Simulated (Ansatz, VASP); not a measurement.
## Two plane-wave programs on Au

File INCAR:

```
SYSTEM = Au
  PREC = Accurate
  ENCUT = 520
  EDIFF = 1E-7
  ISMEAR = -1
  SIGMA = 0.1
  LREAL = .FALSE.
  LASPH = .TRUE.
  NELM = 60
  ALGO = Normal
  ISIF = 2
  LWAVE = .FALSE.
  LCHARG = .FALSE.
  GGA = PE
  NBANDS = 18
```

KPOINTS

```
regular mesh
0
G
  13 13 12
  0 0 0
```

POSCAR

```
Au
1.0
   -3.1280455674      3.5591388345      1.4149198172
    3.5591388345     -3.1280455674      1.4149198172
    2.0461178901      2.0461178901     -0.6253717089
Au
2
Direct
    0.0074437139      0.9925562861      0.0000000000
    0.7425562861      0.2574437139      0.5000000000
```

Input for Ansatz:

```yaml
crystal:
  lattice:
    - [-3.1280455674, 3.5591388345, 1.4149198172]
    - [3.5591388345, -3.1280455674, 1.4149198172]
    - [2.0461178901, 2.0461178901, -0.6253717089]
  atoms:
    - { symbol: Au, position: [0.0074437139, 0.9925562861, 0.0] }
    - { symbol: Au, position: [0.7425562861, 0.2574437139, 0.5] }
hamiltonian:
  xc: pbe
  pseudopotentials:
    kind: paw
    azcp:
      Au: "pseudopotentials/Au.paw.azcp"
basis:
  ecutwfc: 420
  fft_grid_basis: typed
kpoints:
  mp_grid: { grid: [13, 13, 12], shift: [0, 0, 0] }
magnetization:
  spin_polarized: false
scf:
  occupations: { method: fermi_dirac, width: 0.1 }
  lower_state_search: "off"
output:
  stress: true
```

Alike in both runs: task single point; functional PBE; k mesh 13 × 13 × 12; occupations fermi-dirac, width 0.1 eV; no spin polarisation.

|  | VASP | Ansatz |
| --- | --- | --- |
| version | VASP 6.6.1 | Ansatz 0.2.0 |
| potentials or method | VASP PAW PBE potentials, release 64 (Au), cutoff 520 eV | plane waves (420 eV) with PAW, scalar-relativistic |
| valence electrons in the cell | 22 | 38 |

Ansatz gave:

```
pressure (GPa)                                                : -7.9
traceless stress, the component that is largest in VASP (GPa) : 0.80
```

**Question.** Which values does VASP return?

**Answer.** Pressure (GPa): -8.0; traceless stress, the component that is largest in VASP (GPa): 0.81.

VASP's potentials hold 22 valence electrons a cell and Ansatz's 38, so a difference there can come from the potentials and not from the codes.

Neither program's run includes spin-orbit coupling.
